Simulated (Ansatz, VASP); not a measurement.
## CdF2 in VASP and in Ansatz

File INCAR:

```
  PREC = Accurate
  ENCUT = 520
  EDIFF = 1E-7
  ISMEAR = 0
  SIGMA = 0.05
  LREAL = F
  LASPH = T
  NELM = 100
  ALGO = Normal
  ISIF = 2
  LWAVE = F
  LCHARG = F
  GGA = CA
  NBANDS = 20
```

KPOINTS

```
regular mesh
0
Gamma
  8 8 8
```

POSCAR

```
CdF2
1.0
    0.0000000000      2.6488277134      2.6488277134
    2.6488277134      0.0000000000      2.6488277134
    2.6488277134      2.6488277134      0.0000000000
Cd F
1 2
Direct
   -0.2265152984      0.0000000000      0.0000000000
    0.2500000000      0.2500000000      0.2500000000
    0.7500000000      0.7500000000      0.7500000000
```

Input for Ansatz:

```yaml
crystal:
  lattice:
    - [0.0, 2.6488277134, 2.6488277134]
    - [2.6488277134, 0.0, 2.6488277134]
    - [2.6488277134, 2.6488277134, 0.0]
  atoms:
    - { symbol: Cd, position: [-0.2265152984, 0.0, 0.0] }
    - { symbol: F, position: [0.25, 0.25, 0.25] }
    - { symbol: F, position: [0.75, 0.75, 0.75] }
basis:
  ecutwfc: 420
kpoints:
  mp_grid: { grid: [8, 8, 8] }
hamiltonian:
  xc: lda
scf:
  occupations: { method: gaussian, width: 0.05 }
output:
  forces: true
  stress: true
  eigenvalues: true
```

Alike in both runs: task single point; functional LDA; k mesh 8 × 8 × 8; occupations gaussian, width 0.05 eV; no spin polarisation.

```csv
,VASP,Ansatz
version,VASP 6.6.1,Ansatz 0.2.0
potentials or method,"VASP PAW LDA potentials, release 64 (Cd, F), cutoff 520 eV","scalar-relativistic, plane waves, PAW"
valence electrons in the cell,26,34
```

```tsv
	VASP	Ansatz	Ansatz less VASP
gap on the k mesh at the Fermi level (eV)	1.53	1.56	+0.037
least direct gap on the mesh (eV)	2.70	2.72	+0.012
rms of the force components (eV/Å)	9.688	8.750	-0.9376
```

LDA's correlation is that of Perdew and Zunger in VASP and of Perdew and Wang (1992) in Ansatz. Atom by atom the forces differ by 0.938 eV/Å (rms over components). VASP's potentials hold 26 valence electrons a cell and Ansatz's 34, so a difference there can come from the potentials and not from the codes.
